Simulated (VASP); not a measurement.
The system is Pd.

```
CELL_PARAMETERS angstrom
0.00000 2.70823 2.70823
2.70823 0.00000 2.70823
2.70823 2.70823 0.00000
ATOMIC_POSITIONS crystal
Pd 0.12500 0.12500 0.12500
Pd 0.87500 0.87500 0.87500
```

```yaml
Program: VASP 6.6.1
Task: relaxation of cell and atoms
Functional: LDA
Potentials_or_basis: VASP PAW LDA potentials, release 64 (Pd)
Cutoff: 600 eV
k_mesh: 10 × 10 × 10
Occupations: fermi-dirac, width 0.1 eV
Spin: no spin polarisation
```

At the start: pressure 13.5 GPa; volume 19.86 Å³/atom.

Question: Where does the relaxation end?

Answer: Over 4 steps the energy falls by 85.3 meV/atom and the volume is 22.12 Å³/atom (+11.4 %); space group Fd-3m (No. 227, to 0.05 Å).

Step by step:
```csv
step,energy change (eV),largest force (eV/Å),pressure (GPa),volume (Å³)
1,0.0000,0.0000,13.55,39.73
2,0.0117,0.0000,-8.55,50.19
3,-0.1706,0.0000,-0.24,44.34
4,-0.1707,0.0000,-0.04,44.25
```

Final structure:
```yaml
crystal:
  lattice:
    - [0.00000, 2.80724, 2.80724]
    - [2.80724, 0.00000, 2.80724]
    - [2.80724, 2.80724, 0.00000]
  atoms:
    - { symbol: Pd, position: [0.12500, 0.12500, 0.12500] }
    - { symbol: Pd, position: [0.87500, 0.87500, 0.87500] }
```
